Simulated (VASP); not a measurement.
# Mo2Os (P6/mmm) in VASP: notebook, part 2 of 2

VASP 6.6.1. Earlier steps stand in the parts before.

### Step 3. Relaxation of cell and atoms, PBE

INCAR

```
ALGO = Fast
EDIFF = 1E-6
EDIFFG = -0.01
ENCUT = 600
GGA = PE
IBRION = 2
ISIF = 3
ISMEAR = 0
LASPH = True
LCHARG = False
LREAL = False
LWAVE = False
NELM = 100
NSW = 100
PREC = Accurate
SIGMA = 0.1
```

KPOINTS

```
k-points
0
Gamma
  12 12 16
```

POSCAR

```
Mo2Os
1.0
    4.4150909226      0.0000000000      0.0000000000
   -2.2075454613      3.8235808990      0.0000000000
    0.0000000000      0.0000000000      2.7286777936
Mo Os
2 1
Direct
    0.3333333333      0.6666666667      0.5000000000
    0.6666666667      0.3333333333      0.5000000000
    0.0000000000      0.0000000000      0.0000000000
```

Potentials or basis: VASP PAW PBE potentials, release 64 (Mo_sv, Os).

The run is started by

```
$ cat potpaw_PBE.64/Mo_sv/POTCAR potpaw_PBE.64/Os/POTCAR > POTCAR
$ mpirun -np 1 vasp_std > vasp.out
```

OUTCAR:

```text
EDIFF = 1E-6
   EDIFFG = -0.01
   ENCUT = 600
   GGA = PE
   IBRION = 2
   ISIF = 3
   ISMEAR = 0
   LASPH = True
   LREAL = False
   NELM = 100
   NSW = 100
   PREC = Accurate

 ion  position               nearest neighbor table
   1  0.333  0.667  0.500-   2 2.55   2 2.55   2 2.55   3 2.89   3 2.89   3 2.89   3 2.89   3 2.89
                             3 2.89
   2  0.667  0.333  0.500-   1 2.55   1 2.55   1 2.55   3 2.89   3 2.89   3 2.89   3 2.89   3 2.89
                             3 2.89
   3  0.000  0.000  0.000-   1 2.89   2 2.89   1 2.89   2 2.89   2 2.89   2 2.89   1 2.89   1 2.89
                             2 2.89   2 2.89   1 2.89   1 2.89

  LATTYP: Found a hexagonal cell.
 ALAT       =     4.4150909226
 C/A-ratio  =     0.6180343376

  Lattice vectors:

 A1 = (   4.4150909226,   0.0000000000,   0.0000000000)
 A2 = (  -2.2075454613,   3.8235808990,   0.0000000000)
 A3 = (   0.0000000000,   0.0000000000,   2.7286777936)

Analysis of symmetry for initial positions (statically):
=====================================================================
 Subroutine PRICEL returns:
 Original cell was already a primitive cell.

 Routine SETGRP: Setting up the symmetry group for a
 hexagonal supercell.

 Subroutine GETGRP returns: Found 24 space group operations
 (whereof 24 operations were pure point group operations)
 out of a pool of 24 trial point group operations.

The static configuration has the point symmetry D_6h.

Analysis of symmetry for dynamics (positions and initial velocities):
=====================================================================
 Subroutine PRICEL returns:
 Original cell was already a primitive cell.

 Routine SETGRP: Setting up the symmetry group for a
 hexagonal supercell.

 Subroutine GETGRP returns: Found 24 space group operations
 (whereof 24 operations were pure point group operations)
 out of a pool of 24 trial point group operations.

The dynamic configuration has the point symmetry D_6h.

 Subroutine INISYM returns: Found 24 space group operations
 (whereof 24 operations are pure point group operations),
 and found     1 'primitive' translations

----------------------------------------------------------------------------------------

                                     Primitive cell

  volume of cell :      46.0641

  direct lattice vectors                    reciprocal lattice vectors
     4.415090923  0.000000000  0.000000000     0.226495902  0.130767470  0.000000000
    -2.207545461  3.823580899  0.000000000     0.000000000  0.261534940  0.000000000
     0.000000000  0.000000000  2.728677794     0.000000000  0.000000000  0.366477861

  length of vectors
     4.415090923  4.415090923  2.728677794     0.261534940  0.261534940  0.366477861

  position of ions in fractional coordinates (direct lattice)
     0.333333333  0.666666667  0.500000000
     0.666666667  0.333333333  0.500000000
     0.000000000  0.000000000  0.000000000

  ion indices of the primitive-cell ions
   primitive index   ion index
                 1           1
                 2           2
                 3           3
[... 26 lines left out ...]

 Following reciprocal coordinates:
            Coordinates               Weight
  0.000000  0.000000  0.000000      1.000000
  0.083333 -0.000000  0.000000      6.000000
  0.166667  0.000000  0.000000      6.000000
  0.250000 -0.000000  0.000000      6.000000
  0.333333 -0.000000  0.000000      6.000000
  0.416667  0.000000  0.000000      6.000000
[... 16 lines left out ...]
  0.250000 -0.000000  0.062500     12.000000
  0.333333 -0.000000  0.062500     12.000000
 [... further k-points ...]
   k-points           NKPTS =    171   k-points in BZ     NKDIM =    171   number of bands    NBANDS=     22
   number of dos      NEDOS =    301   number of ions     NIONS =      3
   total plane-waves  NPLWV =  31104
   dimension x,y,z NGX =    36 NGY =   36 NGZ =   24
   dimension x,y,z NGXF=    72 NGYF=   72 NGZF=   48
   ions per type =               2   1
   NGX,Y,Z   is equivalent  to a cutoff of  13.56, 13.56, 14.62 a.u.
   NGXF,Y,Z  is equivalent  to a cutoff of  27.11, 27.11, 29.24 a.u.
 SYSTEM =  unknown system
   PREC   = accura    normal or accurate (medium, high low for compatibility)
   ISTART =      0    job   : 0-new  1-cont  2-samecut
   ICHARG =      2    charge: 1-file 2-atom 10-const
   ISPIN  =      1    spin polarized calculation?
   LNONCOLLINEAR =      F non collinear calculations
   LSORBIT =      F    spin-orbit coupling
   LASPH  =      T    aspherical Exc in radial PAW
   ENCUT  =  600.0 eV  44.10 Ry    6.64 a.u.   8.82  8.82  5.45*2*pi/ulx,y,z
   NELM   =    100;   NELMIN=  2; NELMDL= -5     # of ELM steps
   EDIFF  = 0.1E-05   stopping-criterion for ELM
   LREAL  =      F    real-space projection
   EDIFFG = -.1E-01   stopping-criterion for IOM
   NSW    =    100    number of steps for IOM
   IBRION =      2    ionic relax: 0-MD 1-quasi-New 2-CG
   NFREE  =      1    steps in history (QN), initial steepest desc. (CG)
   ISIF   =      3    stress and relaxation
   ISYM   =      2    0-nonsym 1-usesym 2-fastsym
   POTIM  = 0.5000    time-step for ionic-motion
   TEBEG  =    0.0;   TEEND  =   0.0 temperature during run
   PSTRESS=    0.0 pullay stress
   NELECT =      36.0000    total number of electrons
   NUPDOWN=      -1.0000    fix difference up-down
   EMIN   =  10.00;   EMAX   =-10.00  energy-range for DOS
   EFERMI =   0.00;   METHOD = LEGACY
   ISMEAR =     0;   SIGMA  =   0.10  broadening in eV -4-tet -1-fermi 0-gaus
   EFERMI_NEDOS =   21; number of points for ismear=-14 and -15
   IALGO  =     68    algorithm
   IMIX   =      4    mixing-type and parameters
     AMIX     =   0.40;   BMIX     =  1.00
     AMIX_MAG =   1.60;   BMIX_MAG =  1.00
  volume/ion in A,a.u.               =      15.35       103.62
  Fermi-wavevector in a.u.,A,eV,Ry     =   1.507955  2.849621 30.938656  2.273927
  Thomas-Fermi vector in A             =   2.618473
   LORBIT       =      0    0 simple, 1 ext, 2 COOP (PROOUT), +10 PAW based schemes
   GGA     = PE    functional components
   LHFCALC =     F    Hartree Fock is set to
   AEXX    =    0.0000 exact exchange contribution
   IVDW    =     0    specifies the selected vdW correction
   LEPSILON=     F    determine dielectric tensor
   LRPA    =     F    only Hartree local field effects (RPA)
 conjugate gradient relaxation of ions
 non-spin polarized calculation
 RMM-DIIS sequential band-by-band and
 Gauss-broadening in eV      SIGMA  =   0.10
  energy-cutoff  :      600.00
  volume of cell :       46.06
 maximum number of plane-waves:      1559
 NGX is ok and might be reduce to    36
   NGX = 17   NGY = 17   NGZ = 11

--------------------------------------- Ionic step        1  -------------------------------------------

 number of electron      36.0000003 magnetization

 Free energy of the ion-electron system (eV)
  ---------------------------------------------------
  ext. energy  EPLUGINS =         0.00000000
  ---------------------------------------------------
  free energy    TOTEN  =       -32.12334327 eV

  energy without entropy =      -32.09861803  energy(sigma->0) =      -32.11098065

------------------------ aborting loop because EDIFF is reached ----------------------------------------

  FORCE on cell =-STRESS in cart. coord.  units (eV):
  Direction    XX          YY          ZZ          XY          YZ          ZX
  --------------------------------------------------------------------------------------
  -------------------------------------------------------------------------------------
  Total       -0.0519126     -0.0519126      0.5866942      0.0000000      0.0000000      0.0000000
  in kB       -1.8055984     -1.8055984     20.4061088      0.0000000      0.0000000      0.0000000
  external PRESSURE =       5.5983040 kB  Pullay stress =       0.0000000 kB
[... 135 lines left out ...]
--------------------------------------- Ionic step        5  -------------------------------------------

 number of electron      36.0000000 magnetization

 Free energy of the ion-electron system (eV)
  ---------------------------------------------------
  ext. energy  EPLUGINS =         0.00000000
  ---------------------------------------------------
  free energy    TOTEN  =       -32.12487777 eV

  energy without entropy =      -32.10097285  energy(sigma->0) =      -32.11292531

 E-fermi :  10.7514     XC(G=0): -13.4604

 val. band max:       10.7498803857   @ k =   0.1667   0.0833   0.5000
 cond. band min:      10.7515172528   @ k =   0.3333   0.0833   0.1250
 fundamental gap:      0.0016368671
 Fermi energy:        10.7514011800

 k-point     1 :       0.0000    0.0000    0.0000
  band No.  band energies     occupation
      1     -49.9499      2.00000
      2     -49.5830      2.00000
      3     -24.4976      2.00000
      4     -24.4976      2.00000
      5     -23.5097      2.00000
      6     -23.3625      2.00000
[... 589 lines left out ...]
     21      12.5554      0.00000
     22      13.2438      0.00000

 [... further k-points ...]
[... 5 lines left out ...]
  --------------------------------------------------------------------------------------
  -------------------------------------------------------------------------------------
  Total        0.0053309      0.0053309      0.0012932      0.0000000     -0.0000000     -0.0000000
  in kB        0.1850264      0.1850264      0.0448857      0.0000000     -0.0000000     -0.0000000
  external PRESSURE =       0.1383129 kB  Pullay stress =       0.0000000 kB
[... 18 lines left out ...]
  FREE ENERGIE OF THE ION-ELECTRON SYSTEM (eV)
  ---------------------------------------------------
  free  energy   TOTEN  =       -32.1248777725 eV

  energy  without entropy=      -32.1009728544  energy(sigma->0) =      -32.11292531

 reached required accuracy - stopping structural energy minimisation
```

OSZICAR:

```text
N       E                     dE             d eps       ncg     rms          rms(c)
DAV:   1     0.429735595206E+03    0.42974E+03   -0.23788E+04  7844   0.188E+03
DAV:   2    -0.142259827382E+02   -0.44396E+03   -0.43543E+03  8052   0.574E+02
DAV:   3    -0.334279829390E+02   -0.19202E+02   -0.18535E+02 10428   0.101E+02
[... 52 lines left out ...]
RMM:   4    -0.321248333445E+02    0.56093E-03   -0.16285E-03  7645   0.352E-01    0.715E-02
RMM:   5    -0.321248731812E+02   -0.39837E-04   -0.38325E-04  8895   0.124E-01    0.305E-02
RMM:   6    -0.321248748702E+02   -0.16890E-05   -0.58752E-05  8982   0.476E-02    0.518E-03
RMM:   7    -0.321248769499E+02   -0.20796E-05   -0.16401E-05  7081   0.215E-02    0.438E-03
RMM:   8    -0.321248777725E+02   -0.82264E-06   -0.32631E-06  4804   0.119E-02
   5 F= -.32124878E+02 E0= -.32112925E+02  d E =-.190650E-03
```

It took 7.8 min on 1 thread of Intel Xeon Platinum 8488C (Sapphire Rapids), shared host; peak memory 0.35 GiB.

What came out:

| Item | Value |
| --- | --- |
| Free energy | -32.1249 eV |
| Relaxed volume | 15.39 Å³/atom |
| Relaxed cell | a = 4.409 Å, b = 4.409 Å, c = 2.742 Å, α = 90.00°, β = 90.00°, γ = 120.00° |
| Space group after relaxing (to 0.1 Å) | P6/mmm (No. 191) |
| Energy gained by relaxing | 0.5 meV/atom |
| Ionic steps | 5 |
| Pressure after relaxing | 0.0 GPa |
| Band gap on the k mesh | zero (bands 18 and 19 overlap by 1.38 eV) |

The path:
```tsv
step	energy change (eV)	largest force (eV/Å)	pressure (GPa)	volume (Å³)
1	0.0000	0.0000	0.56	46.06
2	0.0002	0.0000	-1.50	46.42
3	-0.0013	0.0000	-0.47	46.24
4	-0.0009	0.0000	0.81	46.03
5	-0.0015	0.0000	0.01	46.16
```

Final structure:
```xyz
3
Lattice="4.4087 0.0000 0.0000 -2.2044 3.8181 0.0000 0.0000 0.0000 2.7423" Properties=species:S:1:pos:R:3 pbc="T T T"
Mo    0.0000    2.5454    1.3712
Mo    2.2044    1.2727    1.3712
Os    0.0000    0.0000    0.0000
```

Caveat: spin-orbit coupling is left out, which moves the levels of the heavy elements.
